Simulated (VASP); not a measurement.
KI: single point with PBE

KI:

```xyz
2
Lattice="0.0000 3.5562 3.5562 3.5562 0.0000 3.5562 3.5562 3.5562 0.0000" Properties=species:S:1:pos:R:3 pbc="T T T"
I     3.5562    3.5562    3.5562
K     0.0000    0.0000    0.0000
```

This cell differs from its parent crystal: volume scaled by 1.02.

```
Program             : VASP 6.6.1
Task                : single point
Functional          : PBE
Potentials or basis : VASP PAW PBE potentials, release 64 (I, K_sv)
Cutoff              : 520 eV
k mesh              : 7 × 7 × 7
Occupations         : fermi-dirac, width 0.05 eV
Spin                : no spin polarisation
```

- Pressure: 0.4 GPa
- Band gap on the k mesh: 3.92 eV, direct

Levels at points of the mesh, in eV from the valence-band top:
| k point | band 4 | band 5 | band 6 | band 7 | band 8 | band 9 | band 10 | band 11 | band 12 | band 13 |
| --- | --- | --- | --- | --- | --- | --- | --- | --- | --- | --- |
| (0.00, 0.00, 0.00) | -12.02 | -10.47 | 0.00 | 0.00 | 0.00 | 3.92 | 6.50 | 6.50 | 6.50 | 7.21 |

It took 76 s on 1 thread of AMD EPYC 7R13, on a shared host, peak memory 0.22 GiB.

Caveat: spin-orbit coupling is left out, which moves the levels of the heavy elements. A k mesh can miss the band edges.
